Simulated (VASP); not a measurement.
# AlO (P6_3/mmc) in VASP: notebook

Runs on AlO. Level: PBE. Tasks: single point, relaxation of cell and atoms.

Everything below comes from runs of VASP 6.6.1. Logs are shortened: lines on timing, memory, paths and dates and some standing lists are left out, and cuts for length are marked.

### Step 1. The cell of the first run

It takes space group P6_3/mmc (No. 194, hexagonal). Conventional cell: a = 2.893 Å, b = 2.893 Å, c = 11.686 Å, α = 90.00°, β = 90.00°, γ = 120.00°. Al (site symmetry 3m) has 6 O at 2.21 to 2.23 Å and 7 Al at 2.89 to 2.95 Å within 3.0 Å. O (site symmetry -3m) has 6 Al at 2.21 Å and 6 O at 2.89 Å within 2.9 Å. Within 2.9 Å of O (site symmetry -6m2) lie 6 Al at 2.23 Å and 6 O at 2.89 Å.

### Step 2. Single point, PBE

The input, INCAR:

```
ALGO = Normal ; EDIFF = 1E-6
ENCUT = 520 ; GGA = PE
ISIF = 2 ; ISMEAR = 0
LASPH = T ; LCHARG = F
LREAL = F ; LWAVE = F
NBANDS = 28 ; NELM = 80
PREC = Accurate ; SIGMA = 0.1
```

The input, KPOINTS:

```
k-points
0
Gamma
  6 6 2
```

The input, POSCAR:

```
AlO
1.0
    2.8925369592      0.0000000000      0.0000000000
   -1.4462684796      2.5050104881      0.0000000000
    0.0000000000      0.0000000000     11.6859240104
Al O
4 4
Direct
    0.3333333333      0.6666666667      0.1239515886
    0.6666666667      0.3333333333      0.6239515886
    0.3333333333      0.6666666667      0.3760484114
    0.6666666667      0.3333333333      0.8760484114
    0.0000000000      0.0000000000      0.0000000000
    0.0000000000      0.0000000000      0.5000000000
    0.6666666667      0.3333333333      0.2500000000
    0.3333333333      0.6666666667      0.7500000000
```

Potentials or basis: VASP PAW PBE potentials, release 64 (Al, O).

Launch:

```
> cat potpaw_PBE.64/Al/POTCAR potpaw_PBE.64/O/POTCAR > POTCAR
> mpirun -np 1 vasp_std > vasp.out
```

OUTCAR:

```text
EDIFF = 1E-6
   ENCUT = 520
   GGA = PE
   ISIF = 2
   ISMEAR = 0
   LASPH = T
   LREAL = F
   NELM = 80
   PREC = Accurate

 ion  position               nearest neighbor table
   1  0.333  0.667  0.124-   5 2.21   5 2.21   5 2.21   7 2.23   7 2.23   7 2.23   3 2.95   4 3.34
                             4 3.34   4 3.34
   2  0.667  0.333  0.624-   6 2.21   6 2.21   6 2.21   8 2.23   8 2.23   8 2.23   4 2.95   3 3.34
                             3 3.34   3 3.34
   3  0.333  0.667  0.376-   6 2.21   6 2.21   6 2.21   7 2.23   7 2.23   7 2.23   1 2.95   2 3.34
                             2 3.34   2 3.34
   4  0.667  0.333  0.876-   5 2.21   5 2.21   5 2.21   8 2.23   8 2.23   8 2.23   2 2.95   1 3.34
                             1 3.34   1 3.34
   5  0.000  0.000  0.000-   1 2.21   4 2.21   4 2.21   1 2.21   4 2.21   1 2.21
   6  0.000  0.000  0.500-   2 2.21   3 2.21   2 2.21   3 2.21   2 2.21   3 2.21
   7  0.667  0.333  0.250-   1 2.23   3 2.23   1 2.23   3 2.23   1 2.23   3 2.23
   8  0.333  0.667  0.750-   2 2.23   4 2.23   2 2.23   4 2.23   2 2.23   4 2.23

  LATTYP: Found a hexagonal cell.
 ALAT       =     2.8925369592
 C/A-ratio  =     4.0400258234

  Lattice vectors:

 A1 = (   2.8925369592,   0.0000000000,   0.0000000000)
 A2 = (  -1.4462684796,   2.5050104881,   0.0000000000)
 A3 = (   0.0000000000,   0.0000000000,  11.6859240104)

Analysis of symmetry for initial positions (statically):
=====================================================================
 Subroutine PRICEL returns:
 Original cell was already a primitive cell.

 Routine SETGRP: Setting up the symmetry group for a
 hexagonal supercell.

 Subroutine GETGRP returns: Found 24 space group operations
 (whereof 12 operations were pure point group operations)
 out of a pool of 24 trial point group operations.

The static configuration has the point symmetry D_3d.
 The point group associated with its full space group is D_6h.

Analysis of symmetry for dynamics (positions and initial velocities):
=====================================================================
 Subroutine PRICEL returns:
 Original cell was already a primitive cell.

 Routine SETGRP: Setting up the symmetry group for a
 hexagonal supercell.

 Subroutine GETGRP returns: Found 24 space group operations
 (whereof 12 operations were pure point group operations)
 out of a pool of 24 trial point group operations.

The dynamic configuration has the point symmetry D_3d.
 The point group associated with its full space group is D_6h.

 Subroutine INISYM returns: Found 24 space group operations
 (whereof 12 operations are pure point group operations),
 and found     1 'primitive' translations

----------------------------------------------------------------------------------------

                                     Primitive cell

  volume of cell :      84.6743

  direct lattice vectors                    reciprocal lattice vectors
     2.892536959  0.000000000  0.000000000     0.345717277  0.199599963  0.000000000
    -1.446268480  2.505010488  0.000000000     0.000000000  0.399199925  0.000000000
     0.000000000  0.000000000 11.685924010     0.000000000  0.000000000  0.085573036

  length of vectors
     2.892536959  2.892536959 11.685924010     0.399199925  0.399199925  0.085573036

  position of ions in fractional coordinates (direct lattice)
     0.333333333  0.666666667  0.123951589
     0.666666667  0.333333333  0.623951589
     0.333333333  0.666666667  0.376048411
     0.666666667  0.333333333  0.876048411
     0.000000000  0.000000000  0.000000000
     0.000000000  0.000000000  0.500000000
     0.666666667  0.333333333  0.250000000
     0.333333333  0.666666667  0.750000000

  ion indices of the primitive-cell ions
   primitive index   ion index
                 1           1
                 2           2
                 3           3
                 4           4
                 5           5
                 6           6
                 7           7
                 8           8

----------------------------------------------------------------------------------------

 KPOINTS: k-points

Automatic generation of k-mesh.
 Grid dimensions read from file:
 generate k-points for:    6    6    2

 Generating k-lattice:

  Cartesian coordinates                     Fractional coordinates (reciprocal lattice)
     0.057619546  0.033266660  0.000000000     0.166666667  0.000000000  0.000000000
     0.000000000  0.066533321  0.000000000     0.000000000  0.166666667  0.000000000
     0.000000000  0.000000000  0.042786518     0.000000000  0.000000000  0.500000000

  Length of vectors
     0.066533321  0.066533321  0.042786518

  Shift w.r.t. Gamma in fractional coordinates (k-lattice)
     0.000000000  0.000000000  0.000000000

 Subroutine IBZKPT returns following result:
 ===========================================

 Found     14 irreducible k-points:

 Following reciprocal coordinates:
            Coordinates               Weight
  0.000000  0.000000  0.000000      1.000000
  0.166667 -0.000000  0.000000      6.000000
  0.333333  0.000000  0.000000      6.000000
  0.500000 -0.000000  0.000000      3.000000
  0.166667  0.166667  0.000000      6.000000
  0.333333  0.166667  0.000000     12.000000
  0.333333  0.333333  0.000000      2.000000
  0.000000  0.000000  0.500000      1.000000
  0.166667 -0.000000  0.500000      6.000000
  0.333333  0.000000  0.500000      6.000000
  0.500000 -0.000000  0.500000      3.000000
  0.166667  0.166667  0.500000      6.000000
  0.333333  0.166667  0.500000     12.000000
  0.333333  0.333333  0.500000      2.000000
   k-points           NKPTS =     14   k-points in BZ     NKDIM =     14   number of bands    NBANDS=     28
   number of dos      NEDOS =    301   number of ions     NIONS =      8
   total plane-waves  NPLWV =  51840
   dimension x,y,z NGX =    24 NGY =   24 NGZ =   90
   dimension x,y,z NGXF=    48 NGYF=   48 NGZF=  180
   ions per type =               4   4
   NGX,Y,Z   is equivalent  to a cutoff of  13.79, 13.79, 12.80 a.u.
   NGXF,Y,Z  is equivalent  to a cutoff of  27.59, 27.59, 25.61 a.u.
 SYSTEM =  unknown system
   PREC   = accura    normal or accurate (medium, high low for compatibility)
   ISTART =      0    job   : 0-new  1-cont  2-samecut
   ICHARG =      2    charge: 1-file 2-atom 10-const
   ISPIN  =      1    spin polarized calculation?
   LNONCOLLINEAR =      F non collinear calculations
   LSORBIT =      F    spin-orbit coupling
   LASPH  =      T    aspherical Exc in radial PAW
   ENCUT  =  520.0 eV  38.22 Ry    6.18 a.u.   5.38  5.38 21.73*2*pi/ulx,y,z
   NELM   =     80;   NELMIN=  2; NELMDL= -5     # of ELM steps
   EDIFF  = 0.1E-05   stopping-criterion for ELM
   LREAL  =      F    real-space projection
   EDIFFG = 0.1E-04   stopping-criterion for IOM
   NSW    =      0    number of steps for IOM
   IBRION =     -1    ionic relax: 0-MD 1-quasi-New 2-CG
   NFREE  =      0    steps in history (QN), initial steepest desc. (CG)
   ISIF   =      2    stress and relaxation
   ISYM   =      2    0-nonsym 1-usesym 2-fastsym
   POTIM  = 0.5000    time-step for ionic-motion
   TEBEG  =    0.0;   TEEND  =   0.0 temperature during run
   PSTRESS=    0.0 pullay stress
   NELECT =      36.0000    total number of electrons
   NUPDOWN=      -1.0000    fix difference up-down
   EMIN   =  10.00;   EMAX   =-10.00  energy-range for DOS
   EFERMI =   0.00;   METHOD = LEGACY
   ISMEAR =     0;   SIGMA  =   0.10  broadening in eV -4-tet -1-fermi 0-gaus
   EFERMI_NEDOS =   21; number of points for ismear=-14 and -15
   IALGO  =     38    algorithm
   IMIX   =      4    mixing-type and parameters
     AMIX     =   0.40;   BMIX     =  1.00
     AMIX_MAG =   1.60;   BMIX_MAG =  1.00
  volume/ion in A,a.u.               =      10.58        71.43
  Fermi-wavevector in a.u.,A,eV,Ry     =   1.231001  2.326255 20.617780  1.515364
  Thomas-Fermi vector in A             =   2.365828
   LORBIT       =      0    0 simple, 1 ext, 2 COOP (PROOUT), +10 PAW based schemes
   GGA     = PE    functional components
   LHFCALC =     F    Hartree Fock is set to
   AEXX    =    0.0000 exact exchange contribution
   IVDW    =     0    specifies the selected vdW correction
   LEPSILON=     F    determine dielectric tensor
   LRPA    =     F    only Hartree local field effects (RPA)
 non-spin polarized calculation
 Gauss-broadening in eV      SIGMA  =   0.10
  energy-cutoff  :      520.00
  volume of cell :       84.67
 maximum number of plane-waves:      2348
 NGX is ok and might be reduce to    24
   NGX = 11   NGY = 11   NGZ = 43

 number of electron      35.9999990 magnetization

 Free energy of the ion-electron system (eV)
  ---------------------------------------------------
  ext. energy  EPLUGINS =         0.00000000
  ---------------------------------------------------
  free energy    TOTEN  =       -44.41718866 eV

  energy without entropy =      -44.39073956  energy(sigma->0) =      -44.40396411

 E-fermi :   9.5495     XC(G=0): -11.1630

 val. band max:        9.4927513900   @ k =   0.1667   0.1667   0.0000
 cond. band min:       9.5663765400   @ k =   0.3333   0.1667   0.5000
 fundamental gap:      0.0736251500
 Fermi energy:         9.5495109646

 k-point     1 :       0.0000    0.0000    0.0000
  band No.  band energies     occupation
      1     -12.3481      2.00000
      2     -12.0854      2.00000
      3     -11.8547      2.00000
      4     -11.5338      2.00000
      5      -1.6919      2.00000
      6      -0.0457      2.00000
[... 20 lines left out ...]
     27      19.3410      0.00000
     28      19.5805      0.00000

 k-point     2 :       0.1667   -0.0000    0.0000
  band No.  band energies     occupation
      1     -12.0664      2.00000
      2     -11.8381      2.00000
      3     -11.6084      2.00000
      4     -11.3351      2.00000
      5      -1.1847      2.00000
      6       0.2493      2.00000
[... 20 lines left out ...]
     27      16.7856      0.00000
     28      17.7091      0.00000

 k-point     3 :       0.3333    0.0000    0.0000
  band No.  band energies     occupation
      1     -11.4109      2.00000
      2     -11.2845      2.00000
      3     -11.0574      2.00000
      4     -10.9152      2.00000
      5       0.1669      2.00000
      6       0.4634      2.00000
[... 20 lines left out ...]
     27      15.0154      0.00000
     28      15.9903      0.00000

 k-point     4 :       0.5000   -0.0000    0.0000
  band No.  band energies     occupation
      1     -10.9978      2.00000
      2     -10.9694      2.00000
      3     -10.7457      2.00000
      4     -10.7146      2.00000
      5      -0.1377      2.00000
      6      -0.0322      2.00000
[... 20 lines left out ...]
     27      14.8989      0.00000
     28      15.8292      0.00000

 k-point     5 :       0.1667    0.1667    0.0000
  band No.  band energies     occupation
      1     -11.5934      2.00000
      2     -11.4333      2.00000
      3     -11.2054      2.00000
      4     -11.0213      2.00000
      5      -0.2401      2.00000
      6       0.5987      2.00000
[... 20 lines left out ...]
     27      15.0686      0.00000
     28      15.4499      0.00000

 k-point     6 :       0.3333    0.1667    0.0000
  band No.  band energies     occupation
      1     -11.0257      2.00000
      2     -10.9783      2.00000
      3     -10.7528      2.00000
      4     -10.7027      2.00000
      5       0.3477      2.00000
      6       0.3848      2.00000
[... 153 lines left out ...]
      5      -0.0388      2.00000
      6      -0.0388      2.00000
[... 20 lines left out ...]
     27      15.4584      0.00000
     28      15.4584      0.00000

 k-point    12 :       0.1667    0.1667    0.5000
  band No.  band energies     occupation
      1     -11.5309      2.00000
      2     -11.5309      2.00000
      3     -11.0960      2.00000
      4     -11.0960      2.00000
      5       0.0046      2.00000
      6       0.0046      2.00000
[... 20 lines left out ...]
     27      15.2635      0.00000
     28      15.2635      0.00000

 k-point    13 :       0.3333    0.1667    0.5000
  band No.  band energies     occupation
      1     -11.0042      2.00000
      2     -11.0042      2.00000
      3     -10.7256      2.00000
      4     -10.7256      2.00000
      5       0.4172      2.00000
      6       0.4172      2.00000
[... 20 lines left out ...]
     27      14.3316      0.00000
     28      14.3316      0.00000

 k-point    14 :       0.3333    0.3333    0.5000
  band No.  band energies     occupation
      1     -10.8216      2.00000
      2     -10.8216      2.00000
      3     -10.5964      2.00000
      4     -10.5964      2.00000
      5       0.9305      2.00000
      6       0.9305      2.00000
[... 20 lines left out ...]
     27      13.7739      0.00000
     28      13.7739      0.00000

------------------------ aborting loop because EDIFF is reached ----------------------------------------

  FORCE on cell =-STRESS in cart. coord.  units (eV):
  Direction    XX          YY          ZZ          XY          YZ          ZX
  --------------------------------------------------------------------------------------
  -------------------------------------------------------------------------------------
  Total       -0.0707745     -0.0707745     -0.0192779      0.0000000      0.0000000      0.0000000
  in kB       -1.3391705     -1.3391705     -0.3647707      0.0000000      0.0000000      0.0000000
  external PRESSURE =      -1.0143706 kB  Pullay stress =       0.0000000 kB

 VOLUME and BASIS-vectors are now :
 -----------------------------------------------------------------------------
  energy-cutoff  :      520.00
  volume of cell :       84.67
      direct lattice vectors                 reciprocal lattice vectors
     2.892536959  0.000000000  0.000000000     0.345717277  0.199599963  0.000000000
    -1.446268480  2.505010488  0.000000000     0.000000000  0.399199925  0.000000000
     0.000000000  0.000000000 11.685924010     0.000000000  0.000000000  0.085573036

 POSITION                                       TOTAL-FORCE (eV/Angst)
 -----------------------------------------------------------------------------------
     -0.00000      1.67001      1.44849        -0.000000     -0.000000      0.003570
      1.44627      0.83500      7.29145        -0.000000     -0.000000      0.003570
     -0.00000      1.67001      4.39447        -0.000000      0.000000     -0.003570
      1.44627      0.83500     10.23744        -0.000000     -0.000000     -0.003570
      0.00000      0.00000      0.00000        -0.000000     -0.000000      0.000000
      0.00000      0.00000      5.84296        -0.000000     -0.000000      0.000000
      1.44627      0.83500      2.92148         0.000000     -0.000000     -0.000000
     -0.00000      1.67001      8.76444        -0.000000     -0.000000      0.000000
 -----------------------------------------------------------------------------------
    total drift:                               -0.000000      0.000000     -0.000000

  FREE ENERGIE OF THE ION-ELECTRON SYSTEM (eV)
  ---------------------------------------------------
  free  energy   TOTEN  =       -44.4171886566 eV

  energy  without entropy=      -44.3907395552  energy(sigma->0) =      -44.40396411
```

Wall time 63 s (1 thread of AMD EPYC 7R13, shared host); peak memory 0.18 GiB.

Results:

| Property | Result |
| --- | --- |
| Free energy | -44.4172 eV |
| Pressure | -0.1 GPa |
| Largest force | 0.004 eV/Å |
| Band gap on the k mesh | zero (bands 18 and 19 overlap by 2.30 eV) |

Forces on the atoms (eV/Å):
```
Al   0.000  0.000  0.004
Al   0.000  0.000  0.004
Al   0.000  0.000 -0.004
Al   0.000  0.000 -0.004
O    0.000  0.000  0.000
O    0.000  0.000  0.000
O    0.000  0.000  0.000
O    0.000  0.000  0.000
```

Stress tensor (GPa, compression positive):
```
-0.13  0.00  0.00
 0.00 -0.13  0.00
 0.00  0.00 -0.04
```

Caveat: the k points lie up to 0.42 Å⁻¹ apart, too coarse for converged energies and pressures of a metal.

### Step 3. Single point, PBE

This run uses another cell than the first one, of 11.25 Å³/atom.

INCAR is that of step 2.

KPOINTS is that of step 2.

The input, POSCAR:

```
AlO
1.0
    3.1437038373      0.0000000000      0.0000000000
   -1.5718519187      2.7225273851      0.0000000000
    0.0000000000      0.0000000000     10.5148043092
Al O
4 4
Direct
    0.3333333333      0.6666666667      0.1250000000
    0.6666666667      0.3333333333      0.6250000000
    0.3333333333      0.6666666667      0.3750000000
    0.6666666667      0.3333333333      0.8750000000
    0.0000000000      0.0000000000      0.0000000000
    0.0000000000      0.0000000000      0.5000000000
    0.6666666667      0.3333333333      0.2500000000
    0.3333333333      0.6666666667      0.7500000000
```

Potentials or basis: VASP PAW PBE potentials, release 64 (Al, O).

Launch:

```
> cat potpaw_PBE.64/Al/POTCAR potpaw_PBE.64/O/POTCAR > POTCAR
> mpirun -np 1 vasp_std > vasp.out
```

It took 51 s on 1 thread of AMD EPYC 7R13, shared host; peak memory 0.17 GiB.

It converged, with:

| Item | Value |
| --- | --- |
| Free energy | -43.9693 eV |
| Pressure | 0.9 GPa |
| Largest force | 0.567 eV/Å |
| Band gap on the k mesh | zero (bands 18 and 19 overlap by 2.59 eV) |

Forces in eV/Å, atoms in the order of the input:
```
Al   0.000  0.000 -0.567
Al   0.000  0.000 -0.567
Al   0.000  0.000  0.567
Al   0.000  0.000  0.567
O    0.000  0.000  0.000
O    0.000  0.000  0.000
O    0.000  0.000  0.000
O    0.000  0.000  0.000
```

Stress tensor (GPa, compression positive):
```
-1.17  0.00  0.00
 0.00 -1.17  0.00
 0.00  0.00  5.01
```

Levels at points of the mesh, in eV from the Fermi level:
```
           k point  band 15  band 16  band 17  band 18  band 19  band 20  band 21  band 22
(0.00, 0.00, 0.00)    -5.51    -5.51    -4.84    -2.04    -1.78    -0.58     2.89     3.90
(0.50, 0.00, 0.00)    -6.22    -5.96    -1.29    -0.87     0.31     0.60     1.78     2.41
(0.00, 0.00, 0.50)    -5.56    -5.56    -3.42    -3.42    -0.91    -0.91     3.16     3.16
(0.50, 0.00, 0.50)    -6.10    -6.10    -0.62    -0.62    -0.13    -0.13     2.05     2.05
```

Caveat: the k points lie up to 0.38 Å⁻¹ apart, too coarse for converged energies and pressures of a metal.

### Step 4. Single point, PBE

The input, INCAR:

```
SYSTEM = AlO
  PREC = Accurate
  ENCUT = 520
  EDIFF = 1E-6
  ISMEAR = 0
  SIGMA = 0.1
  LREAL = .False.
  LASPH = .True.
  NELM = 100
  ALGO = Normal
  ISIF = 2
  LWAVE = .False.
  LCHARG = .False.
  GGA = PE
  NBANDS = 28
```

The input, KPOINTS:

```
regular mesh
0
Gamma
  12 12 4
  0 0 0
```

The input, POSCAR:

```
AlO
1.0
    2.8877689943      0.0000000000      0.0000000000
   -1.4438844972      2.5008813094      0.0000000000
    0.0000000000      0.0000000000     11.7061034097
Al O
4 4
Direct
    0.3333333333      0.6666666667      0.1240539048
    0.6666666667      0.3333333333      0.6240539048
    0.3333333333      0.6666666667      0.3759460952
    0.6666666667      0.3333333333      0.8759460952
    0.0000000000      0.0000000000      0.0000000000
    0.0000000000      0.0000000000      0.5000000000
    0.6666666667      0.3333333333      0.2500000000
    0.3333333333      0.6666666667      0.7500000000
```

Launch:

```
> cat potpaw_PBE.64/Al/POTCAR potpaw_PBE.64/O/POTCAR > POTCAR
> mpirun -np 1 vasp_std > vasp.out
```

It took 3.5 min on 1 thread of AMD EPYC 7R13, shared host; peak memory 0.23 GiB.

It converged, with:

```yaml
Free_energy: -44.4262 eV
Pressure: -0.1 GPa
Band_gap_on_the_k_mesh: zero (bands 18 and 19 overlap by 2.29 eV)
```

Forces on the atoms (eV/Å):
```
Al   0.000  0.000  0.002
Al   0.000  0.000  0.002
Al   0.000  0.000 -0.002
Al   0.000  0.000 -0.002
O    0.000  0.000  0.000
O    0.000  0.000  0.000
O    0.000  0.000  0.000
O    0.000  0.000  0.000
```

Stress tensor (GPa, compression positive):
```
-0.08  0.00  0.00
 0.00 -0.08  0.00
 0.00  0.00 -0.17
```

Levels at points of the mesh, in eV from the Fermi level:
```tsv
k point	band 16	band 17	band 18	band 19	band 20	band 21
(0.00, 0.00, 0.00)	-4.43	-4.43	-1.28	-1.26	1.69	2.21
(0.50, 0.00, 0.00)	-5.18	-1.21	-1.09	1.08	1.28	1.33
(0.00, 0.00, 0.50)	-4.46	-3.27	-3.27	0.49	0.49	3.18
(0.50, 0.00, 0.50)	-5.25	-0.48	-0.48	-0.30	-0.30	2.90
```

(Continued in part 2 of 2.)
